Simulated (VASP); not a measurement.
# C19O in VASP: further runs

The runs below take C19O through single point, with PBE.

Program: VASP 6.6.1. These are calculated values, not measurements. Logs are shortened: lines on timing, memory, paths and dates and some standing lists are left out, and cuts for length are marked.

**1. The cell of the first run**

The cell holds a slab with vacuum, 20 atoms: a = 7.398 Å, b = 7.398 Å, c = 13.000 Å, α = 90.00°, β = 90.00°, γ = 120.00°.

**2. Single point, PBE**

Contents of INCAR:

```
PREC = Accurate ; ENCUT = 1000
EDIFF = 1E-6 ; ISMEAR = 0
SIGMA = 0.05 ; LREAL = Auto
LASPH = T ; NELM = 120
ALGO = Normal ; ISIF = 2
LWAVE = F ; LCHARG = F
GGA = PE ; NBANDS = 57
GGA_COMPAT = F ; NELMDL = -8
```

Contents of KPOINTS:

```
regular mesh
0
Gamma
  2 2 1
```

Contents of POSCAR:

```
C19O
1.0
    7.3980000000      0.0000000000      0.0000000000
   -3.6990000000      6.4068560000      0.0000000000
    0.0000000000      0.0000000000     13.0000000000
C O
19 1
Direct
   -0.0003051070     -0.0014996435      0.0617690769
    0.2237374627      0.1105041225      0.0617019231
    0.0002035719      0.3340029806      0.0617801538
    0.2231887274      0.4454937024      0.0617801538
    0.0018643549      0.6668203562      0.0617660000
    0.2215563274      0.7766928116      0.0617055385
    0.3335624820      0.0007067429      0.0616344615
    0.5564808574      0.1121550102      0.0617054615
    0.3352093978      0.3334634023      0.0617532308
    0.5548502074      0.4432924667      0.0617624615
    0.3330245873      0.6651816429      0.0617573077
    0.5570455381      0.7771946178      0.0617705385
    0.6685113640      0.0001524929      0.0617580000
    0.8881857850      0.1099687585      0.0617783846
    0.6663138361      0.3318120463      0.0617549231
    0.8903584924      0.4438348544      0.0617803846
    0.6668640926      0.6673340247      0.0617870769
    0.8898466899      0.7788380135      0.0617882308
    0.2430153988      0.8299034659      0.3501325385
    0.1403215613      0.6757401758      0.3906421538
```

Potentials or basis: VASP PAW PBE potentials, release 64 (C_h, O_h).

Started as:

```
$ cat potpaw_PBE.64/C_h/POTCAR potpaw_PBE.64/O_h/POTCAR > POTCAR
$ mpirun -np 1 vasp_std > vasp.out
```

OUTCAR:

```text
PREC = Accurate
   ENCUT = 1000
   EDIFF = 1E-6
   ISMEAR = 0
   LREAL = Auto
   LASPH = T
   NELM = 120
   ISIF = 2
   GGA = PE
   NELMDL = -8

 ion  position               nearest neighbor table
   1  1.000  0.999  0.062-  18 1.41  14 1.43   2 1.44
   2  0.224  0.111  0.062-   7 1.41   9 1.43   1 1.44
   3  0.000  0.334  0.062-  16 1.41   4 1.43  14 1.44
   4  0.223  0.445  0.062-  11 1.41   3 1.43   9 1.44
   5  0.002  0.667  0.062-   6 1.41  16 1.43  18 1.44
   6  0.222  0.777  0.062-   5 1.41  11 1.43   7 1.44
[... 10 lines left out ...]
  17  0.667  0.667  0.062-  12 1.41  18 1.43  10 1.44
  18  0.890  0.779  0.062-   1 1.41  17 1.43   5 1.44
  19  0.243  0.830  0.350-  20 1.14
  20  0.140  0.676  0.391-  19 1.14

  LATTYP: Found a hexagonal cell.
 ALAT       =     7.3980000000
 C/A-ratio  =     1.7572316842

  Lattice vectors:

 A1 = (   7.3980000000,   0.0000000000,   0.0000000000)
 A2 = (  -3.6990000000,   6.4068560000,   0.0000000000)
 A3 = (   0.0000000000,   0.0000000000,  13.0000000000)

Analysis of symmetry for initial positions (statically):
=====================================================================
 Subroutine PRICEL returns:
 Original cell was already a primitive cell.

 Routine SETGRP: Setting up the symmetry group for a
 hexagonal supercell.

 Subroutine GETGRP returns: Found  1 space group operations
 (whereof  1 operations were pure point group operations)
 out of a pool of 24 trial point group operations.

The static configuration has the point symmetry C_1 .

Analysis of symmetry for dynamics (positions and initial velocities):
=====================================================================
 Subroutine PRICEL returns:
 Original cell was already a primitive cell.

 Routine SETGRP: Setting up the symmetry group for a
 hexagonal supercell.

 Subroutine GETGRP returns: Found  1 space group operations
 (whereof  1 operations were pure point group operations)
 out of a pool of 24 trial point group operations.

The dynamic configuration has the point symmetry C_1 .

 Subroutine INISYM returns: Found  1 space group operations
 (whereof  1 operations are pure point group operations),
 and found     1 'primitive' translations

----------------------------------------------------------------------------------------

                                     Primitive cell

  volume of cell :     616.1730

  direct lattice vectors                    reciprocal lattice vectors
     7.398000000  0.000000000  0.000000000     0.135171668  0.078041398  0.000000000
    -3.699000000  6.406856000  0.000000000     0.000000000  0.156082796  0.000000000
     0.000000000  0.000000000 13.000000000     0.000000000  0.000000000  0.076923077

  length of vectors
     7.398000000  7.398000054 13.000000000     0.156082797  0.156082796  0.076923077

  position of ions in fractional coordinates (direct lattice)
     0.999694893  0.998500357  0.061769077
     0.223737463  0.110504122  0.061701923
     0.000203572  0.334002981  0.061780154
     0.223188727  0.445493702  0.061780154
     0.001864355  0.666820356  0.061766000
     0.221556327  0.776692812  0.061705539
[... 12 lines left out ...]
     0.243015399  0.829903466  0.350132538
     0.140321561  0.675740176  0.390642154

  ion indices of the primitive-cell ions
   primitive index   ion index
                 1           1
                 2           2
                 3           3
                 4           4
                 5           5
                 6           6
[... 12 lines left out ...]
                19          19
                20          20

----------------------------------------------------------------------------------------

 KPOINTS: regular mesh

Automatic generation of k-mesh.
 Grid dimensions read from file:
 generate k-points for:    2    2    1

 Generating k-lattice:

  Cartesian coordinates                     Fractional coordinates (reciprocal lattice)
     0.067585834  0.039020699  0.000000000     0.500000000 -0.000000000  0.000000000
     0.000000000  0.078041398  0.000000000     0.000000000  0.500000000  0.000000000
     0.000000000  0.000000000  0.076923077     0.000000000  0.000000000  1.000000000

  Length of vectors
     0.078041399  0.078041398  0.076923077

  Shift w.r.t. Gamma in fractional coordinates (k-lattice)
     0.000000000  0.000000000  0.000000000

 Subroutine IBZKPT returns following result:
 ===========================================

 Found      4 irreducible k-points:

 Following reciprocal coordinates:
            Coordinates               Weight
  0.000000  0.000000  0.000000      1.000000
  0.500000  0.000000  0.000000      1.000000
  0.000000  0.500000  0.000000      1.000000
  0.500000  0.500000  0.000000      1.000000
   k-points           NKPTS =      4   k-points in BZ     NKDIM =      4   number of bands    NBANDS=     57
   number of dos      NEDOS =    301   number of ions     NIONS =     20
   total plane-waves  NPLWV = 896000
   dimension x,y,z NGX =    80 NGY =   80 NGZ =  140
   dimension x,y,z NGXF=   160 NGYF=  160 NGZF=  280
   ions per type =              19   1
   NGX,Y,Z   is equivalent  to a cutoff of  17.98, 17.98, 17.90 a.u.
   NGXF,Y,Z  is equivalent  to a cutoff of  35.95, 35.95, 35.81 a.u.
 SYSTEM =  unknown system
   PREC   = accura    normal or accurate (medium, high low for compatibility)
   ISTART =      0    job   : 0-new  1-cont  2-samecut
   ICHARG =      2    charge: 1-file 2-atom 10-const
   ISPIN  =      1    spin polarized calculation?
   LNONCOLLINEAR =      F non collinear calculations
   LSORBIT =      F    spin-orbit coupling
   LASPH  =      T    aspherical Exc in radial PAW
   ENCUT  = 1000.0 eV  73.50 Ry    8.57 a.u.  19.08 19.08 33.52*2*pi/ulx,y,z
   NELM   =    120;   NELMIN=  2; NELMDL= -8     # of ELM steps
   EDIFF  = 0.1E-05   stopping-criterion for ELM
   LREAL  =      T    real-space projection
   EDIFFG = 0.1E-04   stopping-criterion for IOM
   NSW    =      0    number of steps for IOM
   IBRION =     -1    ionic relax: 0-MD 1-quasi-New 2-CG
   NFREE  =      0    steps in history (QN), initial steepest desc. (CG)
   ISIF   =      2    stress and relaxation
   ISYM   =      2    0-nonsym 1-usesym 2-fastsym
   POTIM  = 0.5000    time-step for ionic-motion
   TEBEG  =    0.0;   TEEND  =   0.0 temperature during run
   PSTRESS=    0.0 pullay stress
   NELECT =      82.0000    total number of electrons
   NUPDOWN=      -1.0000    fix difference up-down
   EMIN   =  10.00;   EMAX   =-10.00  energy-range for DOS
   EFERMI =   0.00;   METHOD = LEGACY
   ISMEAR =     0;   SIGMA  =   0.05  broadening in eV -4-tet -1-fermi 0-gaus
   EFERMI_NEDOS =   21; number of points for ismear=-14 and -15
   IALGO  =     38    algorithm
   IMIX   =      4    mixing-type and parameters
     AMIX     =   0.40;   BMIX     =  1.00
     AMIX_MAG =   1.60;   BMIX_MAG =  1.00
  volume/ion in A,a.u.               =      30.81       207.91
  Fermi-wavevector in a.u.,A,eV,Ry     =   0.835818  1.579468  9.504925  0.698592
  Thomas-Fermi vector in A             =   1.949440
   LORBIT       =      0    0 simple, 1 ext, 2 COOP (PROOUT), +10 PAW based schemes
   GGA     = PE    functional components
   LHFCALC =     F    Hartree Fock is set to
   AEXX    =    0.0000 exact exchange contribution
   IVDW    =     0    specifies the selected vdW correction
   LEPSILON=     F    determine dielectric tensor
   LRPA    =     F    only Hartree local field effects (RPA)
 non-spin polarized calculation
 Gauss-broadening in eV      SIGMA  =   0.05
  energy-cutoff  :     1000.00
  volume of cell :      616.17
 maximum number of plane-waves:     44250
 NGX is ok and might be reduce to    80
   NGX = 39   NGY = 39   NGZ = 67

 number of electron      82.0000000 magnetization

 Free energy of the ion-electron system (eV)
  ---------------------------------------------------
  ext. energy  EPLUGINS =         0.00000000
  ---------------------------------------------------
  free energy    TOTEN  =      -180.88968216 eV

  energy without entropy =     -180.88937213  energy(sigma->0) =     -180.88952715

 E-fermi :  -1.4411     XC(G=0):  -3.9820

 val. band max:       -1.5462830055   @ k =   0.0000   0.0000   0.0000
 cond. band min:      -1.3359807251   @ k =   0.0000   0.0000   0.0000
 fundamental gap:      0.2103022803
 Fermi energy:        -1.4410939891

 k-point     1 :       0.0000    0.0000    0.0000
  band No.  band energies     occupation
      1     -26.4474      2.00000
      2     -20.9694      2.00000
      3     -18.4435      2.00000
      4     -18.4397      2.00000
      5     -18.4090      2.00000
      6     -18.4071      2.00000
[... 45 lines left out ...]
     52       3.5017      0.00000
     53       3.5382      0.00000

 k-point     2 :       0.5000    0.0000    0.0000
  band No.  band energies     occupation
      1     -26.4474      2.00000
      2     -20.3167      2.00000
      3     -20.3145      2.00000
      4     -19.0641      2.00000
      5     -18.9830      2.00000
      6     -16.5759      2.00000
[... 45 lines left out ...]
     52       3.6968      0.00000
     53       3.9175      0.00000

 k-point     3 :       0.0000    0.5000    0.0000
  band No.  band energies     occupation
      1     -26.4474      2.00000
      2     -20.3178      2.00000
      3     -20.3134      2.00000
      4     -19.0643      2.00000
      5     -18.9827      2.00000
      6     -16.5762      2.00000
[... 45 lines left out ...]
     52       3.6301      0.00000
     53       3.9372      0.00000

 k-point     4 :       0.5000    0.5000    0.0000
  band No.  band energies     occupation
      1     -26.4474      2.00000
      2     -20.3162      2.00000
      3     -20.3149      2.00000
      4     -19.0646      2.00000
      5     -18.9824      2.00000
      6     -16.5762      2.00000
[... 45 lines left out ...]
     52       3.7415      0.00000
     53       3.8892      0.00000
 [bands above 53 left out]

------------------------ aborting loop because EDIFF is reached ----------------------------------------

  FORCE on cell =-STRESS in cart. coord.  units (eV):
  Direction    XX          YY          ZZ          XY          YZ          ZX
  --------------------------------------------------------------------------------------
  -------------------------------------------------------------------------------------
  Total        0.8057645      0.8365015     -0.0876008      0.0076513     -0.0233042     -0.0026382
  in kB        2.0951545      2.1750771     -0.2277803      0.0198949     -0.0605959     -0.0068599
  external PRESSURE =       1.3474838 kB  Pullay stress =       0.0000000 kB

 VOLUME and BASIS-vectors are now :
 -----------------------------------------------------------------------------
  energy-cutoff  :     1000.00
  volume of cell :      616.17
      direct lattice vectors                 reciprocal lattice vectors
     7.398000000  0.000000000  0.000000000     0.135171668  0.078041398  0.000000000
    -3.699000000  6.406856000  0.000000000     0.000000000  0.156082796  0.000000000
     0.000000000  0.000000000 13.000000000     0.000000000  0.000000000  0.076923077

 POSITION                                       TOTAL-FORCE (eV/Angst)
 -----------------------------------------------------------------------------------
      3.70229      6.39725      0.80300        -0.005951     -0.012372      0.000090
      1.24645      0.70798      0.80213         0.011339     -0.001598     -0.000319
     -1.23397      2.13991      0.80314        -0.011257      0.013070      0.000210
      0.00327      2.85421      0.80314        -0.005519      0.015988     -0.000059
     -2.45278      4.27222      0.80296         0.018609      0.001050     -0.000048
     -1.23391      4.97616      0.80217        -0.011950     -0.015619     -0.000834
[... 12 lines left out ...]
     -1.27199      5.31707      4.55172         0.006898      0.031339     -0.017281
     -1.46146      4.32937      5.07835        -0.007072     -0.033509      0.017558
 -----------------------------------------------------------------------------------
    total drift:                                0.000202     -0.000483      0.000741

  FREE ENERGIE OF THE ION-ELECTRON SYSTEM (eV)
  ---------------------------------------------------
  free  energy   TOTEN  =      -180.8896821633 eV

  energy  without entropy=     -180.8893721325  energy(sigma->0) =     -180.88952715
```

Run time: 24 min. Hardware: 1 thread of Intel Xeon Platinum 8175M at 2.50GHz (Skylake/Cascade Lake), shared host; peak memory 1.6 GiB.

Results:

| Item | Value |
| --- | --- |
| Free energy | -180.8897 eV |
| Largest force | 0.038 eV/Å |
| Band gap on the k mesh | 0.21 eV |

Forces in eV/Å, atoms in the order of the input:
```
C   -0.006 -0.012  0.000
C    0.011 -0.002  0.000
C   -0.011  0.013  0.000
C   -0.006  0.016  0.000
C    0.019  0.001  0.000
C   -0.012 -0.016 -0.001
C   -0.011  0.011  0.001
C   -0.001  0.019 -0.001
C    0.010  0.002  0.000
C   -0.010 -0.008  0.000
C   -0.007 -0.019  0.000
C    0.021 -0.005  0.000
C    0.018  0.007  0.000
C   -0.011 -0.013  0.000
C    0.000 -0.017  0.000
C    0.016 -0.004  0.001
C   -0.011  0.014  0.000
C   -0.008  0.014  0.000
C    0.007  0.031 -0.017
O   -0.007 -0.034  0.018
```

Caveat: the k points lie up to 0.49 Å⁻¹ apart; there is no dipole correction, which matters where the two faces differ.

(Part 1 of 2 ends here.)
